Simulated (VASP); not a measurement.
# Li2AsCl: single point with PBE

The system is Li2AsCl.

```xyz
4
Lattice="1.8745 3.2467 0.0000 -1.8745 3.2467 0.0000 -1.8745 1.0822 6.3349" Properties=species:S:1:pos:R:3 pbc="T T T"
As    0.0000    2.1644    3.1674
Cl    0.0000    0.0000    0.0000
Li   -1.8745    3.2467    4.3958
Li    0.0000    4.3289    1.9391
```

```
Program             : VASP 6.6.1
Task                : single point
Functional          : PBE
Potentials or basis : VASP PAW PBE potentials, release 64 (As, Cl, Li_sv)
Cutoff              : 520 eV
k mesh              : 8 × 8 × 8
Occupations         : methfessel-paxton, width 0.0426 eV
Spin                : no spin polarisation
```

| Quantity | Value |
| --- | --- |
| Largest force | 1.591 eV/Å |
| Band gap on the k mesh | zero (band 9 reaches 2.73 eV, above the bottom of band 10 at 0.95 eV) |

Forces in eV/Å, atoms in the order of the input:
```
As   0.000  0.000  0.000
Cl   0.000  0.000  0.000
Li   0.000  0.000  1.591
Li   0.000  0.000 -1.591
```

Levels at points of the mesh, in eV from the Fermi level:
```
           k point  band 7  band 8  band 9  band 10  band 11  band 12
(0.00, 0.00, 0.00)   -0.83    0.36    1.45     1.45     4.72     6.34
(0.50, 0.00, 0.00)   -2.08   -1.26   -0.52     0.02     5.61     6.85
(0.00, 0.50, 0.00)   -1.50   -1.37    0.23     0.26     4.64     6.13
(0.00, 0.00, 0.50)   -0.83   -0.83    1.43     1.43     6.28     6.39
```

Wall time 63 s on 1 thread of Intel(R) Xeon(R) Platinum 8488C (Sapphire Rapids), on a shared host, peak memory 0.24 GiB.

Caveat: forces of over 1 eV/Å act on the atoms, so gaps and moduli don't describe the material at rest.
